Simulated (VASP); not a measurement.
A run of VASP 6.6.1 is set up as follows.

POSCAR

```
P
1.0
    1.7462116606      1.0081757723      3.1668331530
   -1.7462116606      1.0081757723      3.1668331530
    0.0000000000     -2.0163515446      3.1668331530
P
2
Direct
    0.2263809261      0.2263809261      0.2263809261
    0.7736190739      0.7736190739      0.7736190739
```

File INCAR.step1:

```
  ALGO = Normal
  EDIFF = 1E-4
  ENCUT = 520
  GGA = PE
  ISMEAR = -1
  LASPH = True
  LCHARG = False
  LREAL = False
  LWAVE = True
  NBANDS = 12
  NELM = 60
  PREC = Accurate
  SIGMA = 0.02
```

The input INCAR.step2:

```
  ALGO = Normal
  EDIFF = 1E-6
  ENCUT = 520
  ISIF = 2
  ISMEAR = -1
  ISTART = 1
  LASPH = True
  LCHARG = False
  LMIXTAU = True
  LREAL = False
  LWAVE = False
  METAGGA = R2SCAN
  NBANDS = 12
  NELM = 60
  PREC = Accurate
  SIGMA = 0.02
```

File KPOINTS:

```
k-points
0
Gamma
  8 8 8
```

Potentials or basis: VASP PAW PBE potentials, release 64 (P).

Run with:

```sh
$ cat potpaw_PBE.64/P/POTCAR > POTCAR
$ cp INCAR.step1 INCAR
$ mpirun -np 1 vasp_std > vasp.out
$ cp INCAR.step2 INCAR
$ mpirun -np 1 vasp_std > vasp.out
```

Q: Estimate the band gap on the k mesh.

A: Zero (bands 5 and 6 overlap by 0.39 eV).

Q: What does it give for the largest force?

A: 0.221 eV/Å.

Stress tensor (GPa, compression positive):
```
-2.46  0.00  0.00
 0.00 -2.46  0.00
 0.00  0.00 -1.73
```

Caveat: the PAW data sets were made with another functional, which shifts forces and pressure a little.
